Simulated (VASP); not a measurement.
# TaN (CsCl type) (Pm-3m) in VASP: further runs, part 2 of 2

VASP 6.6.1.

### Step 3. Single point, PBE

This run uses another cell than the first one, of 6.35 Å³/atom, 0.997 times its volume.

The input, INCAR:

```
  ALGO = Normal
  EDIFF = 1E-6
  ENCUT = 520
  GGA = PE
  ISIF = 2
  ISMEAR = -1
  LASPH = T
  LCHARG = F
  LREAL = F
  LWAVE = F
  NBANDS = 15
  NELM = 60
  PREC = Accurate
  SIGMA = 0.1
```

The input, KPOINTS:

```
k-points
0
Gamma
  16 16 16
```

The input, POSCAR:

```
TaN
1.0
    2.3335153742      0.0000000000      0.0000000000
    0.0000000000      2.3335153742      0.0000000000
    0.0000000000      0.0000000000      2.3335153742
Ta N
1 1
Direct
    0.0000000000      0.0000000000      0.0000000000
    0.5000000000      0.5000000000      0.5000000000
```

Potentials or basis: VASP PAW PBE potentials, release 64 (Ta_pv, N).

The run is started by

```console
cat potpaw_PBE.64/Ta_pv/POTCAR potpaw_PBE.64/N/POTCAR > POTCAR
mpirun -np 1 vasp_std > vasp.out
```

OUTCAR:

```text
EDIFF = 1E-6
   ENCUT = 520
   GGA = PE
   ISIF = 2
   ISMEAR = -1
   LASPH = T
   LREAL = F
   NELM = 60
   PREC = Accurate

 ion  position               nearest neighbor table
   1  0.000  0.000  0.000-   2 2.02   2 2.02   2 2.02   2 2.02   2 2.02   2 2.02   2 2.02   2 2.02

   2  0.500  0.500  0.500-   1 2.02   1 2.02   1 2.02   1 2.02   1 2.02   1 2.02   1 2.02   1 2.02

  LATTYP: Found a simple cubic cell.
 ALAT       =     2.3335153742

  Lattice vectors:

 A1 = (   2.3335153742,   0.0000000000,   0.0000000000)
 A2 = (   0.0000000000,   2.3335153742,   0.0000000000)
 A3 = (   0.0000000000,   0.0000000000,   2.3335153742)

Analysis of symmetry for initial positions (statically):
=====================================================================
 Subroutine PRICEL returns:
 Original cell was already a primitive cell.

 Routine SETGRP: Setting up the symmetry group for a
 simple cubic supercell.

 Subroutine GETGRP returns: Found 48 space group operations
 (whereof 48 operations were pure point group operations)
 out of a pool of 48 trial point group operations.

The static configuration has the point symmetry O_h .

Analysis of symmetry for dynamics (positions and initial velocities):
=====================================================================
 Subroutine PRICEL returns:
 Original cell was already a primitive cell.

 Routine SETGRP: Setting up the symmetry group for a
 simple cubic supercell.

 Subroutine GETGRP returns: Found 48 space group operations
 (whereof 48 operations were pure point group operations)
 out of a pool of 48 trial point group operations.

The dynamic configuration has the point symmetry O_h .

 Subroutine INISYM returns: Found 48 space group operations
 (whereof 48 operations are pure point group operations),
 and found     1 'primitive' translations

----------------------------------------------------------------------------------------

                                     Primitive cell

  volume of cell :      12.7067

  direct lattice vectors                    reciprocal lattice vectors
     2.333515374  0.000000000  0.000000000     0.428537995  0.000000000  0.000000000
     0.000000000  2.333515374  0.000000000     0.000000000  0.428537995  0.000000000
     0.000000000  0.000000000  2.333515374     0.000000000  0.000000000  0.428537995

  length of vectors
     2.333515374  2.333515374  2.333515374     0.428537995  0.428537995  0.428537995

  position of ions in fractional coordinates (direct lattice)
     0.000000000  0.000000000  0.000000000
     0.500000000  0.500000000  0.500000000

  ion indices of the primitive-cell ions
   primitive index   ion index
                 1           1
                 2           2

----------------------------------------------------------------------------------------

 KPOINTS: k-points

Automatic generation of k-mesh.
 Grid dimensions read from file:
 generate k-points for:   16   16   16

 Generating k-lattice:

  Cartesian coordinates                     Fractional coordinates (reciprocal lattice)
     0.026783625  0.000000000  0.000000000     0.062500000  0.000000000  0.000000000
     0.000000000  0.026783625  0.000000000     0.000000000  0.062500000  0.000000000
     0.000000000  0.000000000  0.026783625     0.000000000  0.000000000  0.062500000

  Length of vectors
     0.026783625  0.026783625  0.026783625

  Shift w.r.t. Gamma in fractional coordinates (k-lattice)
     0.000000000  0.000000000  0.000000000

 Subroutine IBZKPT returns following result:
 ===========================================

 Found    165 irreducible k-points:

 Following reciprocal coordinates:
            Coordinates               Weight
  0.000000  0.000000  0.000000      1.000000
  0.062500  0.000000  0.000000      6.000000
  0.125000  0.000000  0.000000      6.000000
  0.187500  0.000000  0.000000      6.000000
  0.250000  0.000000  0.000000      6.000000
  0.312500  0.000000  0.000000      6.000000
[... 16 lines left out ...]
  0.437500  0.125000  0.000000     24.000000
  0.500000  0.125000  0.000000     12.000000
 [... further k-points ...]
   k-points           NKPTS =    165   k-points in BZ     NKDIM =    165   number of bands    NBANDS=     15
   number of dos      NEDOS =    301   number of ions     NIONS =      2
   total plane-waves  NPLWV =   5832
   dimension x,y,z NGX =    18 NGY =   18 NGZ =   18
   dimension x,y,z NGXF=    36 NGYF=   36 NGZF=   36
   ions per type =               1   1
   NGX,Y,Z   is equivalent  to a cutoff of  12.82, 12.82, 12.82 a.u.
   NGXF,Y,Z  is equivalent  to a cutoff of  25.65, 25.65, 25.65 a.u.
 SYSTEM =  unknown system
   PREC   = accura    normal or accurate (medium, high low for compatibility)
   ISTART =      0    job   : 0-new  1-cont  2-samecut
   ICHARG =      2    charge: 1-file 2-atom 10-const
   ISPIN  =      1    spin polarized calculation?
   LNONCOLLINEAR =      F non collinear calculations
   LSORBIT =      F    spin-orbit coupling
   LASPH  =      T    aspherical Exc in radial PAW
   ENCUT  =  520.0 eV  38.22 Ry    6.18 a.u.   4.34  4.34  4.34*2*pi/ulx,y,z
   NELM   =     60;   NELMIN=  2; NELMDL= -5     # of ELM steps
   EDIFF  = 0.1E-05   stopping-criterion for ELM
   LREAL  =      F    real-space projection
   EDIFFG = 0.1E-04   stopping-criterion for IOM
   NSW    =      0    number of steps for IOM
   IBRION =     -1    ionic relax: 0-MD 1-quasi-New 2-CG
   NFREE  =      0    steps in history (QN), initial steepest desc. (CG)
   ISIF   =      2    stress and relaxation
   ISYM   =      2    0-nonsym 1-usesym 2-fastsym
   POTIM  = 0.5000    time-step for ionic-motion
   TEBEG  =    0.0;   TEEND  =   0.0 temperature during run
   PSTRESS=    0.0 pullay stress
   NELECT =      16.0000    total number of electrons
   NUPDOWN=      -1.0000    fix difference up-down
   EMIN   =  10.00;   EMAX   =-10.00  energy-range for DOS
   EFERMI =   0.00;   METHOD = LEGACY
   ISMEAR =    -1;   SIGMA  =   0.10  broadening in eV -4-tet -1-fermi 0-gaus
   EFERMI_NEDOS =   21; number of points for ismear=-14 and -15
   IALGO  =     38    algorithm
   IMIX   =      4    mixing-type and parameters
     AMIX     =   0.40;   BMIX     =  1.00
     AMIX_MAG =   1.60;   BMIX_MAG =  1.00
  volume/ion in A,a.u.               =       6.35        42.87
  Fermi-wavevector in a.u.,A,eV,Ry     =   1.767818  3.340691 42.520650  3.125180
  Thomas-Fermi vector in A             =   2.835128
   LORBIT       =      0    0 simple, 1 ext, 2 COOP (PROOUT), +10 PAW based schemes
   GGA     = PE    functional components
[... 5 lines left out ...]
 non-spin polarized calculation
  energy-cutoff  :      520.00
  volume of cell :       12.71
 maximum number of plane-waves:       360
 NGX is ok and might be reduce to    18
   NGX =  9   NGY =  9   NGZ =  9

 number of electron      16.0000002 magnetization

 Free energy of the ion-electron system (eV)
  ---------------------------------------------------
  ext. energy  EPLUGINS =         0.00000000
  ---------------------------------------------------
  free energy    TOTEN  =       -13.35968840 eV

  energy without entropy =      -13.35440673  energy(sigma->0) =      -13.35704756

 E-fermi :  16.3900     XC(G=0): -16.5871

 val. band max:       16.3716605411   @ k =   0.4375   0.2500   0.2500
 cond. band min:      16.4172784809   @ k =   0.5000   0.2500   0.2500
 fundamental gap:      0.0456179398
 Fermi energy:        16.3900498796

 k-point     1 :       0.0000    0.0000    0.0000
  band No.  band energies     occupation
      1     -18.4403      2.00000
      2     -18.4403      2.00000
      3     -18.4403      2.00000
      4      -6.9289      2.00000
      5       7.2997      2.00000
      6       7.2997      2.00000
      7      12.5288      2.00000
      8      12.5288      2.00000
      9      12.5288      2.00000
     10      22.9071      0.00000
     11      22.9071      0.00000
     12      22.9072      0.00000
     13      27.1389      0.00000
     14      29.6933      0.00000
     15      38.0658      0.00000
[... 397 lines left out ...]
 k-point    24 :       0.5000    0.1250    0.0000
  band No.  band energies     occupation
      1     -23.5153      2.00000
      2     -18.6411      2.00000
      3     -17.7209      2.00000
      4      -1.3028      2.00000
      5       2.9011      2.00000
      6       8.1577      2.00000
      7       8.6019      2.00000
      8      10.5532      2.00000
      9      22.5139      0.00000
     10      22.8591      0.00000
     11      24.0099      0.00000
     12      24.1324      0.00000
     13      27.1685      0.00000
     14      29.5989      0.00000
     15      33.8098      0.00000

 [... further k-points ...]

------------------------ aborting loop because EDIFF is reached ----------------------------------------

  FORCE on cell =-STRESS in cart. coord.  units (eV):
  Direction    XX          YY          ZZ          XY          YZ          ZX
  --------------------------------------------------------------------------------------
  -------------------------------------------------------------------------------------
  Total       36.2328432     36.2328432     36.2328432      0.0000000      0.0000000     -0.0000000
  in kB     4568.5775118   4568.5775118   4568.5775118      0.0000000      0.0000000     -0.0000000
  external PRESSURE =    4568.5775118 kB  Pullay stress =       0.0000000 kB

 VOLUME and BASIS-vectors are now :
 -----------------------------------------------------------------------------
  energy-cutoff  :      520.00
  volume of cell :       12.71
      direct lattice vectors                 reciprocal lattice vectors
     2.333515374  0.000000000  0.000000000     0.428537995  0.000000000  0.000000000
     0.000000000  2.333515374  0.000000000     0.000000000  0.428537995  0.000000000
     0.000000000  0.000000000  2.333515374     0.000000000  0.000000000  0.428537995

 POSITION                                       TOTAL-FORCE (eV/Angst)
 -----------------------------------------------------------------------------------
      0.00000      0.00000      0.00000         0.000000      0.000000      0.000000
      1.16676      1.16676      1.16676         0.000000      0.000000      0.000000
 -----------------------------------------------------------------------------------
    total drift:                                0.000000     -0.000000      0.000000

  FREE ENERGIE OF THE ION-ELECTRON SYSTEM (eV)
  ---------------------------------------------------
  free  energy   TOTEN  =       -13.3596883982 eV

  energy  without entropy=      -13.3544067272  energy(sigma->0) =      -13.35704756
```

Wall time 12 s (1 thread of Intel Xeon 6975P-C (Granite Rapids), shared host); peak memory 0.15 GiB.

Results:

```
Free energy            : -13.3597 eV
Pressure               : 456.9 GPa
Band gap on the k mesh : zero (band 8 reaches 27.25 eV, above the bottom of band 9 at 12.45 eV)
```

Levels at points of the mesh, in eV from the Fermi level:
| k point | band 4 | band 5 | band 6 | band 7 | band 8 | band 9 | band 10 | band 11 | band 12 | band 13 |
| --- | --- | --- | --- | --- | --- | --- | --- | --- | --- | --- |
| (0.00, 0.00, 0.00) | -23.32 | -9.09 | -9.09 | -3.86 | -3.86 | -3.86 | 6.52 | 6.52 | 6.52 | 10.75 |
| (0.50, 0.00, 0.00) | -16.93 | -14.41 | -8.16 | -8.16 | -6.76 | 6.81 | 7.94 | 8.64 | 8.97 | 8.97 |
| (0.50, 0.50, 0.00) | -21.75 | -7.68 | -7.68 | -5.51 | -3.83 | 0.12 | 0.12 | 3.23 | 12.60 | 13.20 |
| (0.50, 0.50, 0.50) | -16.64 | -15.56 | -15.56 | -15.56 | 10.86 | 10.86 | 10.86 | 13.20 | 13.34 | 13.34 |

Caveat: spin-orbit coupling is left out, which moves the levels of the heavy elements.

### Step 4. Relaxation of cell and atoms, PBE, target pressure 440 GPa, at which the enthalpy is minimised

The input, INCAR:

```
PREC = Accurate ; ENCUT = 600
EDIFF = 1E-7 ; ISMEAR = -1
SIGMA = 0.1 ; LREAL = F
LASPH = T ; NELM = 100
ALGO = Normal ; ISIF = 3
LWAVE = F ; LCHARG = F
GGA = PE ; IBRION = 2
NSW = 32 ; EDIFFG = -0.005
PSTRESS = 4400.0
```

The input, KPOINTS:

```
regular mesh
0
Gamma
  16 16 16
```

The input, POSCAR:

```
TaN
1.0
    2.3357350847      0.0000000000      0.0000000000
    0.0000000000      2.3357350847      0.0000000000
    0.0000000000      0.0000000000      2.3357350847
Ta N
1 1
Direct
    0.0000000000      0.0000000000      0.0000000000
    0.5000000000      0.5000000000      0.5000000000
```

The run is started by

```console
cat potpaw_PBE.64/Ta_pv/POTCAR potpaw_PBE.64/N/POTCAR > POTCAR
mpirun -np 1 vasp_std > vasp.out
```

Run time: 28 s. Hardware: 1 thread of Intel Xeon 6975P-C (Granite Rapids), shared host; peak memory 0.16 GiB.

Results (log left out):

```
Free energy                                            : -13.6807 eV
Relaxed volume                                         : 6.41 Å³/atom
Relaxed cell                                           : a = 2.340 Å, b = 2.340 Å, c = 2.340 Å, α = 90.00°, β = 90.00°, γ = 90.00°
Space group after relaxing (to 0.05 Å)                 : Pm-3m (No. 221)
Energy change on relaxing (the enthalpy is what falls) : -107.9 meV/atom
Ionic steps                                            : 4
Pressure after relaxing                                : 440.0 GPa
Band gap on the k mesh                                 : zero (band 8 reaches 26.99 eV, above the bottom of band 9 at 12.32 eV)
```

The path:
```
step  energy change (eV)  largest force (eV/Å)  pressure (GPa)  volume (Å³)
   1              0.0000                0.0000          451.39        12.74
   2             -2.0957                0.0000          340.54        13.60
   3             -0.2227                0.0000          439.63        12.82
   4             -0.2158                0.0000          439.99        12.82
```

Final structure:
```
Ta N
1.0
     2.34047    0.00000    0.00000
     0.00000    2.34047    0.00000
     0.00000    0.00000    2.34047
Ta N
1 1
Cartesian
  0.0000 0.0000 0.0000
  1.1702 1.1702 1.1702
```

Levels at points of the mesh, in eV from the Fermi level:
```tsv
k point	band 6	band 7	band 8	band 9	band 10	band 11
(0.00, 0.00, 0.00)	-8.99	-3.84	-3.84	-3.84	6.46	6.46
(0.50, 0.00, 0.00)	-8.08	-8.08	-6.69	6.75	7.86	8.89
(0.50, 0.50, 0.00)	-7.66	-5.47	-3.79	0.14	0.14	3.17
(0.50, 0.50, 0.50)	-15.41	-15.41	10.75	10.75	10.75	13.19
```

Caveat: the cell is relaxed towards a set pressure, so the enthalpy falls and the energy may rise; spin-orbit coupling is left out, which moves the levels of the heavy elements.

### Step 5. Relaxation of cell and atoms, PBE, target pressure 440 GPa, at which the enthalpy is minimised

This run uses another cell than the first one, of 6.50 Å³/atom, 1.020 times its volume.

The input, INCAR:

```
SYSTEM = TaN
ALGO = Normal
EDIFF = 1E-6
EDIFFG = -0.005
ENCUT = 600
GGA = PE
IBRION = 2
ISIF = 3
ISMEAR = -1
LASPH = .TRUE.
LCHARG = .FALSE.
LREAL = .FALSE.
LWAVE = .FALSE.
NELM = 60
NSW = 60
PREC = Accurate
PSTRESS = 4400.0
SIGMA = 0.1
```

The input, KPOINTS:

```
k-points
0
G
  16 16 16
  0 0 0
```

The input, POSCAR:

```
TaN
1.0
    2.3510102655      0.0000000000      0.0000000000
    0.0000000000      2.3510102655      0.0000000000
    0.0000000000      0.0000000000      2.3510102655
Ta N
1 1
Direct
    0.0000000000      0.0000000000      0.0000000000
    0.5000000000      0.5000000000      0.5000000000
```

The run is started by

```console
cat potpaw_PBE.64/Ta_pv/POTCAR potpaw_PBE.64/N/POTCAR > POTCAR
mpirun -np 1 vasp_std > vasp.out
```

Wall time 38 s (1 thread of Intel Xeon 6975P-C (Granite Rapids), shared host); peak memory 0.17 GiB.

Results (log left out):

```yaml
Free_energy: -13.6803 eV
Relaxed_volume: 6.41 Å³/atom
Relaxed_cell: a = 2.340 Å, b = 2.340 Å, c = 2.340 Å, α = 90.00°, β = 90.00°, γ = 90.00°
Space_group_after_relaxing_to_0.05_Å: Pm-3m (No. 221)
Energy_change_on_relaxing_the_enthalpy_is_what_falls: +232.7 meV/atom
Ionic_steps: 7
Pressure_after_relaxing: 440.0 GPa
Band_gap_on_the_k_mesh: zero (band 8 reaches 26.99 eV, above the bottom of band 9 at 12.32 eV)
```

The path:
```csv
step,energy change (eV),largest force (eV/Å),pressure (GPa),volume (Å³)
1,0.0000,0.0000,415.44,12.99
2,6.3040,0.0000,750.67,11.21
3,0.4305,0.0000,438.18,12.83
4,0.4614,0.0000,439.80,12.82
5,0.4709,0.0000,440.31,12.82
6,0.4199,0.0000,437.67,12.84
7,0.4654,0.0000,440.00,12.82
```

Final structure:
```cif
data_structure
_symmetry_space_group_name_H-M 'P 1'
_symmetry_Int_Tables_number 1
_cell_length_a 2.3404
_cell_length_b 2.3404
_cell_length_c 2.3404
_cell_angle_alpha 90.000
_cell_angle_beta 90.000
_cell_angle_gamma 90.000
_cell_volume 12.82
loop_
_atom_site_label
_atom_site_type_symbol
_atom_site_fract_x
_atom_site_fract_y
_atom_site_fract_z
_atom_site_occupancy
Ta1 Ta 0.00000 0.00000 0.00000 1
N1 N 0.50000 0.50000 0.50000 1
```

Levels at points of the mesh, in eV from the Fermi level:
```
           k point  band 5  band 6  band 7  band 8  band 9  band 10  band 11  band 12
(0.00, 0.00, 0.00)   -8.99   -8.99   -3.84   -3.84   -3.84     6.46     6.46     6.46
(0.50, 0.00, 0.00)  -14.32   -8.08   -8.08   -6.69    6.75     7.86     8.67     8.89
(0.50, 0.50, 0.00)   -7.66   -7.66   -5.47   -3.79    0.14     0.14     3.17    13.21
(0.50, 0.50, 0.50)  -15.41  -15.41  -15.41   10.76   10.76    10.76    13.19    13.20
```

Caveat: the cell is relaxed towards a set pressure, so the enthalpy falls and the energy may rise; spin-orbit coupling is left out, which moves the levels of the heavy elements.

### Step 6. The runs side by side

| task | cell | cutoff (eV) | gap on the mesh (eV) | pressure (GPa) |
| --- | --- | --- | --- | --- |
| single point | a = 2.336 Å, 2 atoms | 520 | none | 451.4 |
| single point | a = 2.334 Å, 2 atoms | 520 | none | 456.9 |
| relaxation of cell and atoms | relaxed to 440 GPa from a = 2.336 Å, 2 atoms | 600 | none | 440.0 |
| relaxation of cell and atoms | relaxed to 440 GPa from a = 2.351 Å, 2 atoms | 600 | none | 440.0 |

Alike in all rows: level PBE; potentials or basis VASP PAW PBE potentials, release 64 (Ta_pv, N); no spin polarisation; k mesh 16 × 16 × 16; smearing fermi-dirac 0.1 eV.

Caveats: spin-orbit coupling is left out, which moves the levels of the heavy elements; the cell is relaxed towards a set pressure, so the enthalpy falls and the energy may rise (some runs).

Absolute energies hang on the potentials; compare differences alone.
